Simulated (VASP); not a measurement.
# P in VASP: a series of runs

The runs below take P through relaxation of cell and atoms, single point, with PBE+D3(BJ).

Everything below comes from runs of VASP 6.6.1. Logs are shortened: lines on timing, memory, paths and dates and some standing lists are left out, and cuts for length are marked.

## 1. The cell of the first run

It takes space group Pm-3m (No. 221, cubic). The conventional cell has a = 2.407 Å, b = 2.407 Å, c = 2.407 Å, α = 90.00°, β = 90.00°, γ = 90.00°. Within 3.2 Å of P (site symmetry m-3m) lie 6 P at 2.41 Å.

## 2. Relaxation of cell and atoms, PBE+D3(BJ)

Contents of INCAR:

```
PREC     = Accurate       # precision mode
ENCUT    = 600            # plane-wave cutoff, eV
EDIFF    = 1E-6           # SCF threshold, eV
ISMEAR   = 0              # smearing method
SIGMA    = 0.1            # smearing width, eV
LREAL    = False          # projectors in reciprocal space
LASPH    = True           # aspherical terms in the spheres
NELM     = 100            # most SCF steps
ALGO     = Normal         # electronic algorithm
ISIF     = 3              # what is computed and relaxed
LWAVE    = False          # write WAVECAR
LCHARG   = False          # write CHGCAR
GGA      = PE             # functional
IVDW     = 12             # dispersion correction
IBRION   = 2              # ionic algorithm
NSW      = 100            # ionic steps
EDIFFG   = -0.005         # ionic threshold
```

Contents of KPOINTS:

```
Automatic mesh
0
Gamma
  18 18 18
```

Contents of POSCAR:

```
P
1.0
    2.4072603253      0.0000000000      0.0000000000
    0.0000000000      2.4072603253      0.0000000000
    0.0000000000      0.0000000000      2.4073685778
P
1
Direct
    0.0000000000      0.0000000000      0.0000000000
```

Potentials or basis: VASP PAW PBE potentials, release 64 (P).

Run with:

```console
cat potpaw_PBE.64/P/POTCAR > POTCAR
mpirun -np 1 vasp_std > vasp.out
```

OUTCAR:

```text
PREC = Accurate
   ENCUT = 600
   EDIFF = 1E-6
   ISMEAR = 0
   LREAL = False
   LASPH = True
   NELM = 100
   ISIF = 3
   GGA = PE
   IVDW = 12
   IBRION = 2
   NSW = 100
   EDIFFG = -0.005
 IVDW          = 12

 ion  position               nearest neighbor table
   1  0.000  0.000  0.000-

  LATTYP: Found a simple tetragonal cell.
 ALAT       =     2.4072603253
 C/A-ratio  =     1.0000449692

  Lattice vectors:

 A1 = (   2.4072603253,   0.0000000000,   0.0000000000)
 A2 = (   0.0000000000,   2.4072603253,   0.0000000000)
 A3 = (   0.0000000000,   0.0000000000,   2.4073685778)

Analysis of symmetry for initial positions (statically):
=====================================================================
 Subroutine PRICEL returns:
 Original cell was already a primitive cell.

 Routine SETGRP: Setting up the symmetry group for a
 simple tetragonal supercell.

 Subroutine GETGRP returns: Found 16 space group operations
 (whereof 16 operations were pure point group operations)
 out of a pool of 16 trial point group operations.

The static configuration has the point symmetry D_4h.

Analysis of symmetry for dynamics (positions and initial velocities):
=====================================================================
 Subroutine PRICEL returns:
 Original cell was already a primitive cell.

 Routine SETGRP: Setting up the symmetry group for a
 simple tetragonal supercell.

 Subroutine GETGRP returns: Found 16 space group operations
 (whereof 16 operations were pure point group operations)
 out of a pool of 16 trial point group operations.

The dynamic configuration has the point symmetry D_4h.

 Subroutine INISYM returns: Found 16 space group operations
 (whereof 16 operations are pure point group operations),
 and found     1 'primitive' translations

----------------------------------------------------------------------------------------

                                     Primitive cell

  volume of cell :      13.9505

  direct lattice vectors                    reciprocal lattice vectors
     2.407260325  0.000000000  0.000000000     0.415409995  0.000000000  0.000000000
     0.000000000  2.407260325  0.000000000     0.000000000  0.415409995  0.000000000
     0.000000000  0.000000000  2.407368578     0.000000000  0.000000000  0.415391315

  length of vectors
     2.407260325  2.407260325  2.407368578     0.415409995  0.415409995  0.415391315

  position of ions in fractional coordinates (direct lattice)
     0.000000000  0.000000000  0.000000000

  ion indices of the primitive-cell ions
   primitive index   ion index
                 1           1

----------------------------------------------------------------------------------------

 KPOINTS: Automatic mesh

Automatic generation of k-mesh.
 Grid dimensions read from file:
 generate k-points for:   18   18   18

 Generating k-lattice:

  Cartesian coordinates                     Fractional coordinates (reciprocal lattice)
     0.023078333  0.000000000  0.000000000     0.055555556  0.000000000  0.000000000
     0.000000000  0.023078333  0.000000000     0.000000000  0.055555556  0.000000000
     0.000000000  0.000000000  0.023077295     0.000000000  0.000000000  0.055555556

  Length of vectors
     0.023078333  0.023078333  0.023077295

  Shift w.r.t. Gamma in fractional coordinates (k-lattice)
     0.000000000  0.000000000  0.000000000

 Subroutine IBZKPT returns following result:
 ===========================================

 Found    550 irreducible k-points:

 Following reciprocal coordinates:
            Coordinates               Weight
  0.000000  0.000000  0.000000      1.000000
  0.055556  0.000000  0.000000      4.000000
  0.111111  0.000000  0.000000      4.000000
  0.166667  0.000000  0.000000      4.000000
  0.222222  0.000000  0.000000      4.000000
  0.277778  0.000000  0.000000      4.000000
[... 16 lines left out ...]
  0.277778  0.111111  0.000000      8.000000
  0.333333  0.111111  0.000000      8.000000
 [... further k-points ...]
   k-points           NKPTS =    550   k-points in BZ     NKDIM =    550   number of bands    NBANDS=      6
   number of dos      NEDOS =    301   number of ions     NIONS =      1
   total plane-waves  NPLWV =   8000
   dimension x,y,z NGX =    20 NGY =   20 NGZ =   20
   dimension x,y,z NGXF=    40 NGYF=   40 NGZF=   40
   ions per type =               1
   NGX,Y,Z   is equivalent  to a cutoff of  13.81, 13.81, 13.81 a.u.
   NGXF,Y,Z  is equivalent  to a cutoff of  27.62, 27.62, 27.62 a.u.
 SYSTEM =  unknown system
   PREC   = accura    normal or accurate (medium, high low for compatibility)
   ISTART =      0    job   : 0-new  1-cont  2-samecut
   ICHARG =      2    charge: 1-file 2-atom 10-const
   ISPIN  =      1    spin polarized calculation?
   LNONCOLLINEAR =      F non collinear calculations
   LSORBIT =      F    spin-orbit coupling
   LASPH  =      T    aspherical Exc in radial PAW
   ENCUT  =  600.0 eV  44.10 Ry    6.64 a.u.   4.81  4.81  4.81*2*pi/ulx,y,z
   NELM   =    100;   NELMIN=  2; NELMDL= -5     # of ELM steps
   EDIFF  = 0.1E-05   stopping-criterion for ELM
   LREAL  =      F    real-space projection
   EDIFFG = -.5E-02   stopping-criterion for IOM
   NSW    =    100    number of steps for IOM
   IBRION =      2    ionic relax: 0-MD 1-quasi-New 2-CG
   NFREE  =      1    steps in history (QN), initial steepest desc. (CG)
   ISIF   =      3    stress and relaxation
   ISYM   =      2    0-nonsym 1-usesym 2-fastsym
   POTIM  = 0.5000    time-step for ionic-motion
   TEBEG  =    0.0;   TEEND  =   0.0 temperature during run
   PSTRESS=    0.0 pullay stress
   NELECT =       5.0000    total number of electrons
   NUPDOWN=      -1.0000    fix difference up-down
   EMIN   =  10.00;   EMAX   =-10.00  energy-range for DOS
   EFERMI =   0.00;   METHOD = LEGACY
   ISMEAR =     0;   SIGMA  =   0.10  broadening in eV -4-tet -1-fermi 0-gaus
   EFERMI_NEDOS =   21; number of points for ismear=-14 and -15
   IALGO  =     38    algorithm
   IMIX   =      4    mixing-type and parameters
     AMIX     =   0.40;   BMIX     =  1.00
     AMIX_MAG =   1.60;   BMIX_MAG =  1.00
  volume/ion in A,a.u.               =      13.95        94.14
  Fermi-wavevector in a.u.,A,eV,Ry     =   1.162881  2.197526 18.399052  1.352292
  Thomas-Fermi vector in A             =   2.299437
   LORBIT       =      0    0 simple, 1 ext, 2 COOP (PROOUT), +10 PAW based schemes
   GGA     = PE    functional components
   LHFCALC =     F    Hartree Fock is set to
   AEXX    =    0.0000 exact exchange contribution
   IVDW    =    12    specifies the selected vdW correction
   LEPSILON=     F    determine dielectric tensor
   LRPA    =     F    only Hartree local field effects (RPA)
 conjugate gradient relaxation of ions
 non-spin polarized calculation
 Gauss-broadening in eV      SIGMA  =   0.10
  energy-cutoff  :      600.00
  volume of cell :       13.95
 maximum number of plane-waves:       480
 NGX is ok and might be reduce to    20
   NGX =  9   NGY =  9   NGZ =  9

--------------------------------------- Ionic step        1  -------------------------------------------

 number of electron       5.0000001 magnetization

 Free energy of the ion-electron system (eV)
  ---------------------------------------------------
  ext. energy  EPLUGINS =         0.00000000
  ---------------------------------------------------
  free energy    TOTEN  =        -5.25453894 eV

  energy without entropy =       -5.25254816  energy(sigma->0) =       -5.25354355

------------------------ aborting loop because EDIFF is reached ----------------------------------------

 Edisp (eV)   -0.50651

 E8    (eV) :    -0.1914

  FORCE on cell =-STRESS in cart. coord.  units (eV):
  Direction    XX          YY          ZZ          XY          YZ          ZX
  --------------------------------------------------------------------------------------
  -------------------------------------------------------------------------------------
  Total      -0.02315    -0.02315    -0.02373     0.00000    -0.00000     0.00000
  in kB      -2.65916    -2.65916    -2.72539     0.00000    -0.00000     0.00000
  external pressure =       -2.68 kB  Pullay stress =        0.00 kB
[... 59 lines left out ...]
  energy  without entropy=       -5.7591171121  energy(sigma->0) =       -5.76009204

--------------------------------------- Ionic step        3  -------------------------------------------

 number of electron       5.0000001 magnetization

 Free energy of the ion-electron system (eV)
  ---------------------------------------------------
  ext. energy  EPLUGINS =         0.00000000
  ---------------------------------------------------
  free energy    TOTEN  =        -5.25346357 eV

  energy without entropy =       -5.25150059  energy(sigma->0) =       -5.25248208

 E-fermi :  10.2093     XC(G=0): -11.4788

 val. band max:       10.1691553086   @ k =   0.1667   0.1111   0.0556
 cond. band min:      10.2518273088   @ k =   0.2778   0.2778   0.5000
 fundamental gap:      0.0826720003
 Fermi energy:        10.2092789618

 k-point     1 :       0.0000    0.0000    0.0000
  band No.  band energies     occupation
      1      -6.6726      2.00000
      2      15.5633      0.00000
      3      15.5645      0.00000
      4      15.5645      0.00000
      5      17.0345      0.00000
      6      17.0348      0.00000

 k-point     2 :       0.0556    0.0000    0.0000
  band No.  band energies     occupation
      1      -6.5995      2.00000
      2      14.0520      0.00000
      3      15.6213      0.00000
      4      15.6225      0.00000
      5      17.0928      0.00000
      6      18.4607      0.00000
[... 190 lines left out ...]
 k-point    24 :       0.3333    0.1111    0.0000
  band No.  band energies     occupation
      1      -3.8413      2.00000
      2       4.7331      2.00000
      3      14.1928      0.00000
      4      17.6875      0.00000
      5      21.0245      0.00000
      6      23.8582      0.00000

 [... further k-points ...]

------------------------ aborting loop because EDIFF is reached ----------------------------------------

 Edisp (eV)   -0.50761

 E8    (eV) :    -0.1918

  FORCE on cell =-STRESS in cart. coord.  units (eV):
  Direction    XX          YY          ZZ          XY          YZ          ZX
  --------------------------------------------------------------------------------------
  -------------------------------------------------------------------------------------
  Total       0.00022     0.00022    -0.00015     0.00000     0.00000     0.00000
  in kB       0.02556     0.02556    -0.01692     0.00000     0.00000     0.00000
  external pressure =        0.01 kB  Pullay stress =        0.00 kB
[... 16 lines left out ...]
  FREE ENERGIE OF THE ION-ELECTRON SYSTEM (eV)
  ---------------------------------------------------
  free  energy   TOTEN  =        -5.7610752531 eV

  energy  without entropy=       -5.7591122789  energy(sigma->0) =       -5.76009377

 reached required accuracy - stopping structural energy minimisation
```

Run time: 20 s. Hardware: 1 thread of Intel Xeon 6975P-C (Granite Rapids), shared host; peak memory 0.17 GiB.

What came out:

- Free energy: -5.7611 eV
- Relaxed volume: 13.92 Å³/atom
- Relaxed cell: a = 2.406 Å, b = 2.406 Å, c = 2.406 Å, α = 90.00°, β = 90.00°, γ = 90.00°
- Space group after relaxing (to 0.05 Å): Pm-3m (No. 221)
- Energy gained by relaxing: 0.0 meV/atom
- Ionic steps: 3
- Pressure after relaxing: 0.0 GPa
- Dispersion energy per atom: -0.508 eV

Final structure:
```cif
data_structure
_symmetry_space_group_name_H-M 'P 1'
_symmetry_Int_Tables_number 1
_cell_length_a 2.4055
_cell_length_b 2.4055
_cell_length_c 2.4056
_cell_angle_alpha 90.000
_cell_angle_beta 90.000
_cell_angle_gamma 90.000
_cell_volume 13.92
loop_
_atom_site_label
_atom_site_type_symbol
_atom_site_fract_x
_atom_site_fract_y
_atom_site_fract_z
_atom_site_occupancy
P1 P 0.00000 0.00000 0.00000 1
```

Caveat: pairwise dispersion overbinds metals, which lowers pressure and volume.

(Part 1 of 2 ends here.)
